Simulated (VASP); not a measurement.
Si2Mo, 3 atoms in the cell. Symmetry: I4/mmm, No. 139, tetragonal system. The conventional cell has a = 3.200 Å, b = 3.200 Å, c = 7.861 Å, α = 90.00°, β = 90.00°, γ = 90.00°. Si (site symmetry 4mm) has 9 Si at 2.61 to 3.20 Å and 5 Mo at 2.62 Å within 3.4 Å. Within 3.5 Å of Mo (site symmetry 4/mmm) lie 10 Si at 2.62 Å and 4 Mo at 3.20 Å. 

- Program: VASP 6.6.1
- Task: relaxation of cell and atoms
- Functional: PBEsol
- Potentials or basis: VASP PAW PBE potentials, release 64 (Si, Mo_sv)
- Cutoff: 600 eV
- k mesh: 18 × 18 × 18
- Occupations: gaussian, width 0.1 eV
- Spin: no spin polarisation
- Dipole correction: no
- Further INCAR settings: ALGO = Normal; EDIFF = 1e-06; IBRION = 2; EDIFFG = -0.005; NSW = 100; ISIF = 3

Potentials or basis: VASP PAW PBE potentials, release 64 (Si, Mo_sv).

Run with:

```sh
$ cat potpaw_PBE.64/Si/POTCAR potpaw_PBE.64/Mo_sv/POTCAR > POTCAR
$ mpirun -np 1 vasp_std > vasp.out
```

Hardware: 1 thread of Intel(R) Xeon(R) Platinum 8259CL CPU @ 2.50GHz (Skylake/Cascade Lake), with other jobs on the host.

**Question.** Estimate the wall time of this run.

**Answer.** It took 21 min on 1 thread of Intel(R) Xeon(R) Platinum 8259CL CPU @ 2.50GHz (Skylake/Cascade Lake), on a shared host, peak memory 0.49 GiB. Counts: scf iterations 49, k points 480, ion steps 8.
